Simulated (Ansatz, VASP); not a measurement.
**BeNiTe6 in VASP and in Ansatz**

```
Be Ni Te
1.0
     3.26388    5.65321    0.00000
    -3.26388    5.65321    0.00000
     0.00000   -3.76880    5.84701
Be Ni Te
1 1 6
Direct
  0.50000 0.50000 0.50000
  0.00000 0.00000 0.00000
  0.23900 0.61900 0.76000
  0.90200 0.23900 0.76000
  0.61900 0.90200 0.76000
  0.76100 0.38100 0.24000
  0.09800 0.76100 0.24000
  0.38100 0.09800 0.24000
```

Alike in both runs: task relaxation of cell and atoms; functional PBE; k mesh 4 × 4 × 4; no spin polarisation.

```csv
,VASP,Ansatz
version,VASP 6.6.1,Ansatz 0.2.0
potentials or method,"VASP PAW PBE potentials, release 64 (Be, Ni, Te), cutoff 600 eV",PAW plane waves
occupations,"fermi-dirac, width 0.1 eV",fermi-dirac
valence electrons in the cell,48,116
```

```csv
,VASP,Ansatz,Ansatz less VASP
"gap on the k mesh at the Fermi level, each at its own relaxed structure (eV)",none,none,-
relaxed volume (Å³/atom),24.48,24.50,+0.013
relaxed length of the cell vector where the two differ most in proportion (Å),6.493,6.496,+0.0027
```

A gap of «none» marks a metal or a gap that the smearing closes. VASP's potentials hold 48 valence electrons a cell and Ansatz's 116, so a difference there can come from the potentials and not from the codes. Ansatz's warnings: structure snapped to symmetry.

Neither program's run includes spin-orbit coupling.
